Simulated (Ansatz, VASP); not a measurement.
## AgRh: VASP beside Ansatz

```
CELL_PARAMETERS angstrom
2.86725 0.00000 0.00000
-1.43362 2.48311 0.00000
0.00000 0.00000 4.96382
ATOMIC_POSITIONS crystal
Ag 0.00000 0.00000 0.50000
Rh 0.66667 0.33333 0.00000
```

Change from the starting cell: volume scaled by 1.1, PAW files.

Alike in both runs: task single point; functional PBE; k mesh 14 × 14 × 7; occupations fermi-dirac, width 0.05 eV; collinear spin.

|  | VASP | Ansatz |
| --- | --- | --- |
| version | VASP 6.6.1 | Ansatz 0.2.0 |
| potentials or method | VASP PAW PBE potentials, release 64 (Ag, Rh_pv) | PAW with Ansatz's default frozen-core files, scalar-relativistic |
| plane-wave cutoff (eV) | 520 | 420 |
| valence electrons in the cell | 26 | 36 |

Ansatz gave:

- pressure (GPa): -12.6
- traceless stress, the component that is largest in VASP (GPa): 0.99
- net moment per atom (μB): 0.26
- size of the moment on the site where the two differ most (μB): 0.51

Problem. What did VASP give for the same quantities?

Solution. Pressure (GPa): -12.6; traceless stress, the component that is largest in VASP (GPa): 1.00; net moment per atom (μB): 0.26; size of the moment on the site where the two differ most (μB): 0.51.

Site moments also hang on the region over which each program counts them. VASP's potentials hold 26 valence electrons a cell and Ansatz's 36, so a difference there can come from the potentials and not from the codes.
